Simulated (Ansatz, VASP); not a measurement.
**Al in VASP and in Ansatz**

The input POSCAR:

```
Al
1.0
    2.6718325839      0.0000000000      0.0000000000
   -1.3359162919      2.3138748923      0.0000000000
    0.0000000000      0.0000000000      4.8668500000
Al
2
Direct
    0.6666666667      0.3333333333      0.7500000000
    0.3333333333      0.6666666667      0.2500000000
```

INCAR.step1

```
PREC = Accurate
ENCUT = 520
ISMEAR = 0
SIGMA = 0.15
LREAL = False
LASPH = True
NELM = 80
NBANDS = 10
GGA = PE
ALGO = Normal
EDIFF = 1E-4
LWAVE = True
LCHARG = False
```

File INCAR.step2:

```
PREC = Accurate
ENCUT = 520
EDIFF = 1E-6
ISMEAR = 0
SIGMA = 0.15
LREAL = False
LASPH = True
NELM = 80
ALGO = Normal
ISIF = 2
LWAVE = False
LCHARG = False
METAGGA = R2SCAN
LMIXTAU = True
NBANDS = 10
ISTART = 1
```

KPOINTS

```
Automatic mesh
0
Gamma
  21 21 10
```

Input for Ansatz:

```yaml
crystal:
  lattice:
    - [2.6718325839, 0.0, 0.0]
    - [-1.3359162919, 2.3138748923, 0.0]
    - [0.0, 0.0, 4.86685]
  atoms:
    - { symbol: Al, position: [0.6666666667, 0.3333333333, 0.75] }
    - { symbol: Al, position: [0.3333333333, 0.6666666667, 0.25] }
basis:
  ecutwfc: 500
kpoints:
  mp_grid: { grid: [21, 21, 10] }
hamiltonian:
  xc: r2scan
scf:
  occupations: { method: gaussian, width: 0.15 }
output:
  forces: true
  stress: true
  eigenvalues: true
```

Change from the starting cell: strain -0.0500 x Voigt [1, 1, 0, 0, 0, 0], atoms carried along.

Alike in both runs: task single point; functional r2SCAN; k mesh 21 × 21 × 10; occupations gaussian, width 0.15 eV; no spin polarisation.

|  | VASP | Ansatz |
| --- | --- | --- |
| version | VASP 6.6.1 | Ansatz 0.2.0 |
| potentials or method | VASP PAW PBE potentials, release 64 (Al), cutoff 520 eV | scalar-relativistic, plane waves, PAW |
| valence electrons in the cell | 6 | 6 |

```tsv
	VASP	Ansatz	Ansatz less VASP
gap on the k mesh at the Fermi level (eV)	none	none	-
pressure (GPa)	7.8	8.1	+0.37
traceless stress, the component that is largest in VASP (GPa)	-8.57	-8.61	-0.036
```

VASP's potentials were made for PBE, not for r2SCAN. A gap of «none» marks a metal or a gap that the smearing closes.
